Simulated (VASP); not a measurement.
Wanted: the native input for a VASP 6.6.1 run.

```
Task                   : single point
Functional             : r2SCAN
Potentials or basis    : VASP PAW PBE potentials, release 64 (Cs_sv)
Cutoff                 : 520 eV
k mesh                 : 8 × 8 × 4
Occupations            : fermi-dirac, width 0.1 eV
Spin                   : no spin polarisation
Dipole correction      : no
Further INCAR settings : ALGO = Normal; EDIFF = 1e-06; NBANDS = 16
```

The system is Cs.

```
Cs
1.0
     5.72871    0.00000    0.00000
    -2.86435    4.96121    0.00000
     0.00000    0.00000    9.43139
Cs
2
Direct
  0.33333 0.66667 0.25000
  0.66667 0.33333 0.75000
```

This isn't the form of Cs at room conditions, which is bcc.

These files were run (other wordings do the same):

POSCAR

```
Cs
1.0
    5.7287064722      0.0000000000      0.0000000000
   -2.8643532361      4.9612053357      0.0000000000
    0.0000000000      0.0000000000      9.4313914675
Cs
2
Direct
    0.3333333333      0.6666666667      0.2500000000
    0.6666666667      0.3333333333      0.7500000000
```

INCAR.step1

```
  PREC = Accurate
  ENCUT = 520
  ISMEAR = -1
  SIGMA = 0.1
  LREAL = F
  LASPH = T
  NELM = 60
  NBANDS = 16
  GGA = PE
  ALGO = Normal
  EDIFF = 1E-4
  LWAVE = T
  LCHARG = F
```

INCAR.step2

```
  PREC = Accurate
  ENCUT = 520
  EDIFF = 1E-6
  ISMEAR = -1
  SIGMA = 0.1
  LREAL = F
  LASPH = T
  NELM = 60
  ALGO = Normal
  ISIF = 2
  LWAVE = F
  LCHARG = T
  METAGGA = R2SCAN
  LMIXTAU = T
  LELF = T
  LVHAR = T
  NBANDS = 16
  ISTART = 1
```

KPOINTS

```
Automatic mesh
0
Gamma
  8 8 4
```

Potentials or basis: VASP PAW PBE potentials, release 64 (Cs_sv).

Launch:

```sh
$ cat potpaw_PBE.64/Cs_sv/POTCAR > POTCAR
$ cp INCAR.step1 INCAR
$ mpirun -np 1 vasp_std > vasp.out
$ cp INCAR.step2 INCAR
$ mpirun -np 1 vasp_std > vasp.out
```

Results of the run:

| Item | Value |
| --- | --- |
| Pressure | -0.1 GPa |
| Band gap on the k mesh | zero (bands 9 and 10 overlap by 1.71 eV) |

Caveat: the PAW data sets were made with another functional, which shifts forces and pressure a little; spin-orbit coupling is left out, which moves the levels of the heavy elements.

It took 21 min on 1 thread of Oxide Virtual Turin-like Processor (shared host), peak memory 0.44 GiB.
